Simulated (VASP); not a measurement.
Input of a VASP 6.6.1 run:

File INCAR:

```
PREC     = Accurate       # precision mode
ENCUT    = 520            # plane-wave cutoff, eV
EDIFF    = 1E-6           # SCF threshold, eV
ISMEAR   = -1             # smearing method
SIGMA    = 0.1            # smearing width, eV
LREAL    = F              # projectors in reciprocal space
LASPH    = T              # aspherical terms in the spheres
NELM     = 60             # most SCF steps
ALGO     = Normal         # electronic algorithm
ISIF     = 2              # what is computed and relaxed
LWAVE    = F              # write WAVECAR
LCHARG   = F              # write CHGCAR
GGA      = PE             # functional
IVDW     = 12             # dispersion correction
NBANDS   = 9              # bands
```

The input KPOINTS:

```
Automatic mesh
0
Gamma
  15 15 15
```

The input POSCAR:

```
S
1.0
    1.7900176566      1.0334668931      1.4614409503
   -1.7900176566      1.0334668931      1.4614409503
    0.0000000000     -2.0669346346      1.4614403503
S
1
Direct
    0.0000000000      0.0000000000      0.0000000000
```

Potentials or basis: VASP PAW PBE potentials, release 64 (S).

The run is started by

```sh
$ cat potpaw_PBE.64/S/POTCAR > POTCAR
$ mpirun -np 1 vasp_std > vasp.out
```

Q: Predict the band gap on the k mesh.

A: Zero (band 3 reaches 11.07 eV, above the bottom of band 4 at 3.93 eV).

Q: What does it give for the pressure?

A: 1.4 GPa.

Caveat: three body term missing; pairwise dispersion overbinds metals, which lowers pressure and volume.
